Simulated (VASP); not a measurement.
# ZnS (Imm2) in VASP: single point with HSE06

Aim: the single point of ZnS with HSE06.

Program: VASP 6.6.1. These are calculated values, not measurements. Logs are shortened: lines on timing, memory, paths and dates and some standing lists are left out, and cuts for length are marked.

**1. The cell of the first run**

Symmetry: Imm2, No. 44, orthorhombic system. The conventional cell has a = 3.701 Å, b = 3.919 Å, c = 5.388 Å, α = 90.00°, β = 90.00°, γ = 90.00°. Within 3.1 Å of Zn (site symmetry mm2) lie 4 S at 2.32 to 2.35 Å. Within 3.1 Å of S (site symmetry mm2) lie 4 Zn at 2.32 to 2.35 Å.

**2. Single point, HSE06 (shear xy strain +5.7%)**

POSCAR reads:

```
ZnS
1.0
    0.0771858376      2.6940955541      2.6940955541
    2.6940955541      0.0771858376      2.6940955541
    2.7712813917      2.7712813917      0.0000000000
Zn S
1 1
Direct
    0.2449123997      0.2449123997      0.2550876003
    0.0050876003      0.0050876003     -0.0050876003
```

INCAR.step1 reads:

```
SYSTEM = ZnS
ALGO     = Normal         ! electronic algorithm
EDIFF    = 1E-5           ! SCF threshold, eV
ENCUT    = 520            ! plane-wave cutoff, eV
GGA      = PE             ! functional
ISIF     = 2              ! what is computed and relaxed
ISMEAR   = 0              ! smearing method
KPAR     = 2            
LASPH    = .TRUE.         ! aspherical terms in the spheres
LCHARG   = .FALSE.        ! write CHGCAR
LREAL    = .FALSE.        ! projectors in reciprocal space
LWAVE    = .TRUE.         ! write WAVECAR
NBANDS   = 16             ! bands
NELM     = 60             ! most SCF steps
PREC     = Accurate       ! precision mode
SIGMA    = 0.01           ! smearing width, eV
```

INCAR.step2 reads:

```
SYSTEM = ZnS
ALGO     = Normal         ! electronic algorithm
EDIFF    = 1E-6           ! SCF threshold, eV
ENCUT    = 520            ! plane-wave cutoff, eV
GGA      = PE             ! functional
HFSCREEN = 0.2079         ! screening, 1/A
ISIF     = 2              ! what is computed and relaxed
ISMEAR   = 0              ! smearing method
ISTART   = 1            
KPAR     = 2            
LASPH    = .TRUE.         ! aspherical terms in the spheres
LCHARG   = .FALSE.        ! write CHGCAR
LHFCALC  = .TRUE.         ! exact exchange
LREAL    = .FALSE.        ! projectors in reciprocal space
LWAVE    = .FALSE.        ! write WAVECAR
NBANDS   = 16             ! bands
NELM     = 60             ! most SCF steps
PREC     = Accurate       ! precision mode
PRECFOCK = Normal       
SIGMA    = 0.01           ! smearing width, eV
```

KPOINTS reads:

```
k-points
0
G
  6 6 6
  0 0 0
```

Potentials or basis: VASP PAW PBE potentials, release 64 (Zn, S).

On the command line:

```
$ cat potpaw_PBE.64/Zn/POTCAR potpaw_PBE.64/S/POTCAR > POTCAR
$ cp INCAR.step1 INCAR
$ mpirun -np 2 vasp_std > vasp.out
$ cp INCAR.step2 INCAR
$ mpirun -np 2 vasp_std > vasp.out
```

OUTCAR:

```text
SYSTEM = ZnS
   EDIFF = 1E-6
   ENCUT = 520
   GGA = PE
   HFSCREEN = 0.2079
   ISIF = 2
   ISMEAR = 0
   ISTART = 1
   LASPH = .TRUE.
   LHFCALC = .TRUE.
   LREAL = .FALSE.
   NELM = 60
   PREC = Accurate
   PRECFOCK = Normal

 ion  position               nearest neighbor table
   1  0.245  0.245  0.255-   2 2.32   2 2.32   2 2.35   2 2.35
   2  0.005  0.005  0.995-   1 2.32   1 2.32   1 2.35   1 2.35

  LATTYP: Found a body centered orthorhombic cell.
 ALAT       =     3.7008692126
 B/A-ratio  =     1.0589900654
 C/A-ratio  =     1.4559258376

  Lattice vectors:

 A1 = (   2.6940955541,   0.0771858376,  -2.6940955541)
 A2 = (  -2.6940955541,  -0.0771858376,  -2.6940955541)
 A3 = (   0.0771858376,   2.6940955541,   2.6940955541)

Analysis of symmetry for initial positions (statically):
=====================================================================
 Subroutine PRICEL returns:
 Original cell was already a primitive cell.

 Routine SETGRP: Setting up the symmetry group for a
 body centered orthorhombic supercell.

 Subroutine GETGRP returns: Found  4 space group operations
 (whereof  4 operations were pure point group operations)
 out of a pool of  8 trial point group operations.

The static configuration has the point symmetry C_2v.

Analysis of symmetry for dynamics (positions and initial velocities):
=====================================================================
 Subroutine PRICEL returns:
 Original cell was already a primitive cell.

 Routine SETGRP: Setting up the symmetry group for a
 body centered orthorhombic supercell.

 Subroutine GETGRP returns: Found  4 space group operations
 (whereof  4 operations were pure point group operations)
 out of a pool of  8 trial point group operations.

The dynamic configuration has the point symmetry C_2v.

 Subroutine INISYM returns: Found  4 space group operations
 (whereof  4 operations are pure point group operations),
 and found     1 'primitive' translations

----------------------------------------------------------------------------------------

                                     Primitive cell

  volume of cell :      39.0762

  direct lattice vectors                    reciprocal lattice vectors
     0.077185838  2.694095554  2.694095554    -0.191065055  0.191065055  0.185591042
     2.694095554  0.077185838  2.694095554     0.191065055 -0.191065055  0.185591042
     2.771281392  2.771281392  0.000000000     0.180421953  0.180421953 -0.185591042

  length of vectors
     3.810808230  3.810808230  3.919183729     0.327804432  0.327804432  0.315512594

  position of ions in fractional coordinates (direct lattice)
     0.244912400  0.244912400  0.255087600
     0.005087600  0.005087600  0.994912400

  ion indices of the primitive-cell ions
   primitive index   ion index
                 1           1
                 2           2

----------------------------------------------------------------------------------------

 KPOINTS: k-points

Automatic generation of k-mesh.
 Grid dimensions read from file:
 generate k-points for:    6    6    6

 Generating k-lattice:

  Cartesian coordinates                     Fractional coordinates (reciprocal lattice)
    -0.031844176  0.031844176  0.030931840     0.166666667  0.000000000  0.000000000
     0.031844176 -0.031844176  0.030931840     0.000000000  0.166666667  0.000000000
     0.030070325  0.030070325 -0.030931840     0.000000000  0.000000000  0.166666667

  Length of vectors
     0.054634072  0.054634072  0.052585432

  Shift w.r.t. Gamma in fractional coordinates (k-lattice)
     0.000000000  0.000000000  0.000000000

 Subroutine IBZKPT returns following result:
 ===========================================

 Found     46 irreducible k-points:

 Following reciprocal coordinates:
            Coordinates               Weight
  0.000000  0.000000  0.000000      1.000000
  0.166667 -0.000000  0.000000      4.000000
  0.333333 -0.000000  0.000000      4.000000
  0.500000 -0.000000  0.000000      2.000000
  0.166667  0.166667  0.000000      2.000000
  0.333333  0.166667  0.000000      4.000000
[... 16 lines left out ...]
 -0.166667  0.333333  0.166667      4.000000
  0.500000  0.500000  0.166667      4.000000
 [... further k-points ...]
   k-points           NKPTS =     46   k-points in BZ     NKDIM =    216   number of bands    NBANDS=     16
   number of dos      NEDOS =    301   number of ions     NIONS =      2
   total plane-waves  NPLWV =  23520
   dimension x,y,z NGX =    28 NGY =   28 NGZ =   30
   dimension x,y,z NGXF=    56 NGYF=   56 NGZF=   60
   ions per type =               1   1
   NGX,Y,Z   is equivalent  to a cutoff of  12.21, 12.21, 12.73 a.u.
   NGXF,Y,Z  is equivalent  to a cutoff of  24.43, 24.43, 25.45 a.u.
 SYSTEM =  ZnS
   PREC   = accura    normal or accurate (medium, high low for compatibility)
   ISTART =      1    job   : 0-new  1-cont  2-samecut
   ICHARG =      0    charge: 1-file 2-atom 10-const
   ISPIN  =      1    spin polarized calculation?
   LNONCOLLINEAR =      F non collinear calculations
   LSORBIT =      F    spin-orbit coupling
   LASPH  =      T    aspherical Exc in radial PAW
   ENCUT  =  520.0 eV  38.22 Ry    6.18 a.u.   7.09  7.09  7.29*2*pi/ulx,y,z
   NELM   =     60;   NELMIN=  2; NELMDL=  0     # of ELM steps
   EDIFF  = 0.1E-05   stopping-criterion for ELM
   LREAL  =      F    real-space projection
   EDIFFG = 0.1E-04   stopping-criterion for IOM
   NSW    =      0    number of steps for IOM
   IBRION =     -1    ionic relax: 0-MD 1-quasi-New 2-CG
   NFREE  =      0    steps in history (QN), initial steepest desc. (CG)
   ISIF   =      2    stress and relaxation
   ISYM   =      3    0-nonsym 1-usesym 2-fastsym
   POTIM  = 0.5000    time-step for ionic-motion
   TEBEG  =    0.0;   TEEND  =   0.0 temperature during run
   PSTRESS=    0.0 pullay stress
   NELECT =      18.0000    total number of electrons
   NUPDOWN=      -1.0000    fix difference up-down
   EMIN   =  10.00;   EMAX   =-10.00  energy-range for DOS
   EFERMI =   0.00;   METHOD = LEGACY
   ISMEAR =     0;   SIGMA  =   0.01  broadening in eV -4-tet -1-fermi 0-gaus
   EFERMI_NEDOS =   21; number of points for ismear=-14 and -15
   IALGO  =     38    algorithm
   IMIX   =      1    mixing-type and parameters
     AMIX     =   0.40;   BMIX     =  1.00
     AMIX_MAG =   1.60;   BMIX_MAG =  1.00
  volume/ion in A,a.u.               =      19.54       131.85
  Fermi-wavevector in a.u.,A,eV,Ry     =   1.264333  2.389243 21.749436  1.598538
  Thomas-Fermi vector in A             =   2.397644
   LORBIT       =      0    0 simple, 1 ext, 2 COOP (PROOUT), +10 PAW based schemes
   GGA     = PE    functional components
   LHFCALC =     T    Hartree Fock is set to
   PRECFOCK=normal    Normal, Fast or Accurate (Low or Medium for compatibility)
   ENCUT4O =  -1.0   cutoff for four orbital integrals eV
   NKREDX  =     1    reduce k-point grid by
   NKREDY  =     1    reduce k-point grid by
   NKREDZ  =     1    reduce k-point grid by
   AEXX    =    0.2500 exact exchange contribution
   HFSCREEN=    0.2079 screening length (either q_TF or 0.3 A-1)
   HFSCREENC=   0.2079 screening length for correlation (either q_TF or 0.3 A-1)
   ENCUTFOCK=  -1.0 apply spherical cutoff to Coloumb kernel
   IVDW    =     0    specifies the selected vdW correction
   LEPSILON=     F    determine dielectric tensor
   LRPA    =     F    only Hartree local field effects (RPA)
 non-spin polarized calculation
 Gauss-broadening in eV      SIGMA  =   0.01
  energy-cutoff  :      520.00
  volume of cell :       39.08
 maximum number of plane-waves:      1069
  NGX = 24; NGY = 24; NGZ = 24

 number of electron      18.0000001 magnetization

 Free energy of the ion-electron system (eV)
  ---------------------------------------------------
  ext. energy  EPLUGINS =         0.00000000
  ---------------------------------------------------
  free energy    TOTEN  =        -8.34953288 eV

  energy without entropy =       -8.34953288  energy(sigma->0) =       -8.34953288

 E-fermi :   1.7438     XC(G=0):  -8.0100

 val. band max:        1.6446959402   @ k =   0.0000   0.0000   0.0000
 cond. band min:       4.7886489967   @ k =   0.0000   0.0000   0.0000
 fundamental gap:      3.1439530566
 Fermi energy:         1.7437906447

 k-point     1 :       0.0000    0.0000    0.0000
  band No.  band energies     occupation
      1     -12.9146      2.00000
      2      -6.4186      2.00000
      3      -6.4097      2.00000
      4      -6.3936      2.00000
      5      -5.9579      2.00000
      6      -5.9546      2.00000
[... 8 lines left out ...]
     15      14.7184      0.00000
     16      14.9305      0.00000

 k-point     2 :       0.1667   -0.0000    0.0000
  band No.  band energies     occupation
      1     -12.6803      2.00000
      2      -6.3810      2.00000
      3      -6.3795      2.00000
      4      -6.3551      2.00000
      5      -5.9593      2.00000
      6      -5.9584      2.00000
[... 8 lines left out ...]
     15      13.8362      0.00000
     16      15.5043      0.00000

 k-point     3 :       0.3333   -0.0000    0.0000
  band No.  band energies     occupation
      1     -12.1519      2.00000
      2      -6.3204      2.00000
      3      -6.3189      2.00000
      4      -6.1237      2.00000
      5      -5.9510      2.00000
      6      -5.9392      2.00000
[... 8 lines left out ...]
     15      14.5110      0.00000
     16      14.8595      0.00000

 k-point     4 :       0.5000   -0.0000    0.0000
  band No.  band energies     occupation
      1     -11.8491      2.00000
      2      -6.3027      2.00000
      3      -6.2977      2.00000
      4      -5.9345      2.00000
      5      -5.9221      2.00000
      6      -5.6858      2.00000
[... 8 lines left out ...]
     15      16.2190      0.00000
     16      16.7716      0.00000
[... 324 lines left out ...]
 k-point    22 :      -0.3333    0.3333    0.1667
  band No.  band energies     occupation
      1     -11.6258      2.00000
      2      -6.2641      2.00000
      3      -6.1933      2.00000
      4      -6.0041      2.00000
      5      -5.9509      2.00000
      6      -5.5563      2.00000
[... 8 lines left out ...]
     15      16.7672      0.00000
     16      17.4283      0.00000

 k-point    23 :      -0.1667    0.3333    0.1667
  band No.  band energies     occupation
      1     -11.8006      2.00000
      2      -6.2575      2.00000
      3      -6.2482      2.00000
      4      -6.0994      2.00000
      5      -5.9330      2.00000
      6      -5.7941      2.00000
[... 8 lines left out ...]
     15      17.7745      0.00000
     16      18.2486      0.00000

 k-point    24 :       0.5000    0.5000    0.1667
  band No.  band energies     occupation
      1     -11.6833      2.00000
      2      -6.2769      2.00000
      3      -6.1541      2.00000
      4      -6.0990      2.00000
      5      -5.9029      2.00000
      6      -5.7071      2.00000
[... 8 lines left out ...]
     15      16.8830      0.00000
     16      18.1693      0.00000

 [... further k-points ...]

------------------------ aborting loop because EDIFF is reached ----------------------------------------

  FORCE on cell =-STRESS in cart. coord.  units (eV):
  Direction    XX          YY          ZZ          XY          YZ          ZX
  --------------------------------------------------------------------------------------
  -------------------------------------------------------------------------------------
  Total        0.4047031      0.4047031      0.3845980     -0.6939202      0.0000000      0.0000000
  in kB       16.5933751     16.5933751     15.7690391    -28.4516690      0.0000000      0.0000000
  external PRESSURE =      16.3185965 kB  Pullay stress =       0.0000000 kB

 VOLUME and BASIS-vectors are now :
 -----------------------------------------------------------------------------
  energy-cutoff  :      520.00
  volume of cell :       39.08
      direct lattice vectors                 reciprocal lattice vectors
     0.077185838  2.694095554  2.694095554    -0.191065055  0.191065055  0.185591042
     2.694095554  0.077185838  2.694095554     0.191065055 -0.191065055  0.185591042
     2.771281392  2.771281392  0.000000000     0.180421953  0.180421953 -0.185591042

 POSITION                                       TOTAL-FORCE (eV/Angst)
 -----------------------------------------------------------------------------------
      1.38564      1.38564      1.31963         0.000000      0.000000     -0.013281
      2.77128      2.77128      0.02741        -0.000000     -0.000000      0.013281
 -----------------------------------------------------------------------------------
    total drift:                                0.000010      0.000012      0.000850

  FREE ENERGIE OF THE ION-ELECTRON SYSTEM (eV)
  ---------------------------------------------------
  free  energy   TOTEN  =        -8.3495328845 eV

  energy  without entropy=       -8.3495328845  energy(sigma->0) =       -8.34953288
```

Run time: 37 min. Hardware: 2 MPI ranks of Intel Xeon 6975P-C (Granite Rapids), shared host; peak memory 0.28 GiB.

Results:

```
Free energy            : -8.3495 eV
Pressure               : 1.6 GPa
Largest force          : 0.013 eV/Å
Band gap on the k mesh : 3.14 eV
```

Forces on the atoms (eV/Å):
```
Zn   0.000  0.000 -0.013
S    0.000  0.000  0.013
```

Levels at points of the mesh, in eV from the valence-band top:
```
           k point  band 7  band 8  band 9  band 10  band 11  band 12
(0.00, 0.00, 0.00)   -0.33   -0.19    0.00     3.14     7.12     7.57
(0.50, 0.00, 0.00)   -5.77   -1.28   -1.11     4.16     7.76     7.91
(0.50, 0.50, 0.00)   -5.21   -2.86   -2.22     3.96     5.31    12.45
(0.00, 0.00, 0.50)   -5.89   -1.09   -0.88     4.61     8.10     8.29
(0.50, 0.00, 0.50)   -5.20   -2.55   -2.54     4.17     5.08    12.21
```

Caveat: the cell differs from its parent crystal (shear xy strain +5.7%); the PAW data sets were made with another functional, which shifts forces and pressure a little.
